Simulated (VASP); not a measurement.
# HfO2 (R-3m) in VASP: a series of runs, part 2 of 2

VASP 6.6.1. The steps go on from the part before.

### Step 5. Single point, PBE

This run uses another cell than the first one, of 10.75 Å³/atom, 1.028 times its volume.

INCAR reads:

```
SYSTEM = HfO2
PREC = Accurate ; ENCUT = 520
EDIFF = 1E-6 ; ISMEAR = 0
SIGMA = 0.05 ; LREAL = .False.
LASPH = .True. ; NELM = 100
ALGO = Normal ; ISIF = 2
LWAVE = .False. ; LCHARG = .False.
GGA = PE ; NBANDS = 18
```

KPOINTS reads:

```
Automatic mesh
0
Gamma
  8 8 8
  0 0 0
```

POSCAR reads:

```
HfO2
1.0
   -0.1991543766      2.4305248924      2.4305248924
    2.4305248924     -0.1991543766      2.4305248924
    2.4305248924      2.4305248924     -0.1991543766
Hf O
1 2
Direct
    0.0000000000      0.0000000000      0.0000000000
    0.2500000000      0.2500000000      0.2500000000
    0.7500000000      0.7500000000      0.7500000000
```

Potentials or basis: VASP PAW PBE potentials, release 64 (Hf_pv, O).

Command:

```console
> cat potpaw_PBE.64/Hf_pv/POTCAR potpaw_PBE.64/O/POTCAR > POTCAR
> mpirun -np 1 vasp_std > vasp.out
```

OUTCAR:

```text
SYSTEM = HfO2
   PREC = Accurate
   ENCUT = 520
   EDIFF = 1E-6
   ISMEAR = 0
   LREAL = .False.
   LASPH = .True.
   NELM = 100
   ISIF = 2
   GGA = PE

 ion  position               nearest neighbor table
   1  0.000  0.000  0.000-   2 2.02   3 2.02   3 2.25   3 2.25   3 2.25   2 2.25   2 2.25   2 2.25

   2  0.250  0.250  0.250-   1 2.02   1 2.25   1 2.25   1 2.25
   3  0.750  0.750  0.750-   1 2.02   1 2.25   1 2.25   1 2.25

  LATTYP: Found a trigonal (rhomboedric) cell.
 ALAT       =     3.4430458857
 COS(alpha) =     0.4166624355

  Lattice vectors:

 A1 = (  -0.1991543766,   2.4305248924,   2.4305248924)
 A2 = (   2.4305248924,  -0.1991543766,   2.4305248924)
 A3 = (   2.4305248924,   2.4305248924,  -0.1991543766)

Analysis of symmetry for initial positions (statically):
=====================================================================
 Subroutine PRICEL returns:
 Original cell was already a primitive cell.

 Routine SETGRP: Setting up the symmetry group for a
 trigonal (rhombohedral) supercell.

 Subroutine GETGRP returns: Found 12 space group operations
 (whereof 12 operations were pure point group operations)
[... 166 lines left out ...]

 E-fermi :   4.5992     XC(G=0): -11.8877

 val. band max:        4.2812543611   @ k =   0.5000   0.5000   0.0000
 cond. band min:       8.2639640607   @ k =   0.5000   0.5000   0.0000
 fundamental gap:      3.9827096996
 Fermi energy:         4.5991955636

 k-point     1 :       0.0000    0.0000    0.0000
  band No.  band energies     occupation
      1     -25.2661      2.00000
      2     -25.2514      2.00000
      3     -25.2514      2.00000
      4     -14.4905      2.00000
      5     -11.3479      2.00000
      6      -1.1815      2.00000
[... 481 lines left out ...]
      5     -12.1735      2.00000
      6      -0.4520      2.00000
[... 10 lines left out ...]
     17      15.4962      0.00000
     18      17.2999      0.00000

 [... further k-points ...]

------------------------ aborting loop because EDIFF is reached ----------------------------------------

  FORCE on cell =-STRESS in cart. coord.  units (eV):
  Direction    XX          YY          ZZ          XY          YZ          ZX
  --------------------------------------------------------------------------------------
  -------------------------------------------------------------------------------------
  Total        1.7276145      1.7276145      1.7276145      2.3861631      2.3861631      2.3861631
  in kB       85.8596928     85.8596928     85.8596928    118.5885119    118.5885119    118.5885119
  external PRESSURE =      85.8596928 kB  Pullay stress =       0.0000000 kB

 VOLUME and BASIS-vectors are now :
 -----------------------------------------------------------------------------
  energy-cutoff  :      520.00
  volume of cell :       32.24
      direct lattice vectors                 reciprocal lattice vectors
    -0.199154377  2.430524892  2.430524892    -0.182014666  0.198259846  0.198259846
     2.430524892 -0.199154377  2.430524892     0.198259846 -0.182014666  0.198259846
     2.430524892  2.430524892 -0.199154377     0.198259846  0.198259846 -0.182014666

 POSITION                                       TOTAL-FORCE (eV/Angst)
 -----------------------------------------------------------------------------------
      0.00000      0.00000      0.00000        -0.000000     -0.000000      0.000000
      1.16547      1.16547      1.16547         0.983076      0.983076      0.983076
      3.49642      3.49642      3.49642        -0.983076     -0.983076     -0.983076
 -----------------------------------------------------------------------------------
    total drift:                                0.000000     -0.000000      0.000000

  FREE ENERGIE OF THE ION-ELECTRON SYSTEM (eV)
  ---------------------------------------------------
  free  energy   TOTEN  =       -29.9920582716 eV

  energy  without entropy=      -29.9920582716  energy(sigma->0) =      -29.99205827
```

stdout:

```text
POSCAR found type information on POSCAR HfO
 POSCAR found :  2 types and       3 ions
 scaLAPACK will be used
 LDA part: xc-table for (Slater+PW92), standard interpolation
 POSCAR, INCAR and KPOINTS ok, starting setup
 FFT: planning ... GRIDC
 FFT: planning ... GRID_SOFT
 FFT: planning ... GRID
 WAVECAR not read
 entering main loop
```

Run time: 24 s. Hardware: 1 thread of Intel Xeon Platinum 8488C (Sapphire Rapids), shared host; peak memory 0.17 GiB.

What came out:

```
Free energy            : -29.9921 eV
Pressure               : 8.6 GPa
Largest force          : 1.703 eV/Å
Band gap on the k mesh : 3.98 eV, direct
```

Forces in eV/Å, atoms in the order of the input:
```
Hf   0.000  0.000  0.000
O    0.983  0.983  0.983
O   -0.983 -0.983 -0.983
```

Caveat: spin-orbit coupling is left out, which moves the levels of the heavy elements; forces of over 1 eV/Å act on the atoms, so gaps and moduli don't describe the material at rest. As with any semilocal functional, this PBE gap is likely too small.

### Step 6. Summary

| cell | gap on the mesh (eV) | pressure (GPa) | largest force (eV/Å) |
| --- | --- | --- | --- |
| a = 3.641 Å, angles 56.5°, 3 atoms | 3.97 | 13.0 | 0.63 |
| a = 3.451 Å, angles 63.6°, 3 atoms | 3.98 | 13.4 | 1.14 |
| a = 3.731 Å, angles 54.8°, 3 atoms | 3.95 | 7.2 | 0.61 |
| a = 3.443 Å, angles 65.4°, 3 atoms | 3.98 | 8.6 | 1.70 |

Alike in all rows: task single point; level PBE; potentials or basis VASP PAW PBE potentials, release 64 (Hf_pv, O); no spin polarisation; k mesh 8 × 8 × 8; cutoff (eV) 520; smearing gaussian 0.05 eV.

Caveats: spin-orbit coupling is left out, which moves the levels of the heavy elements; forces of over 1 eV/Å act on the atoms, so gaps and moduli don't describe the material at rest (some runs).

Total energies depend on the potentials used, so only differences within one code and one set of settings carry meaning.
